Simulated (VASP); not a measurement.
A run of VASP 6.6.1 is set up as follows.

INCAR

```
PREC     = Accurate       # precision mode
ENCUT    = 520            # plane-wave cutoff, eV
EDIFF    = 1E-6           # SCF threshold, eV
ISMEAR   = -1             # smearing method
SIGMA    = 0.05           # smearing width, eV
LREAL    = False          # projectors in reciprocal space
LASPH    = True           # aspherical terms in the spheres
NELM     = 80             # most SCF steps
ALGO     = Normal         # electronic algorithm
ISIF     = 2              # what is computed and relaxed
LWAVE    = False          # write WAVECAR
LCHARG   = False          # write CHGCAR
GGA      = PS             # functional
NBANDS   = 16             # bands
```

File KPOINTS:

```
regular mesh
0
Gamma
  9 9 9
```

File POSCAR:

```
Al2Cu
1.0
   -1.9716659072      1.9716659072      2.7866000226
    1.9716659072     -1.9716659072      2.7866000226
    1.9716659072      1.9716659072     -2.7866000226
Cu Al
1 2
Direct
    0.5000000000      0.5000000000      0.0000000000
    0.2500000000      0.7500000000      0.5000000000
    0.7500000000      0.2500000000      0.5000000000
```

Potentials or basis: VASP PAW PBE potentials, release 64 (Cu, Al).

Launch:

```bash
$ cat potpaw_PBE.64/Cu/POTCAR potpaw_PBE.64/Al/POTCAR > POTCAR
$ mpirun -np 1 vasp_std > vasp.out
```

Task: Predict the pressure.

Result: 10.2 GPa.

Task: Predict the band gap on the k mesh.

Result: Zero (an odd number of electrons rules out a gap without spin polarisation).

Caveat: the cell stands under pressure; the PAW data sets were made with another functional, which shifts forces and pressure a little.
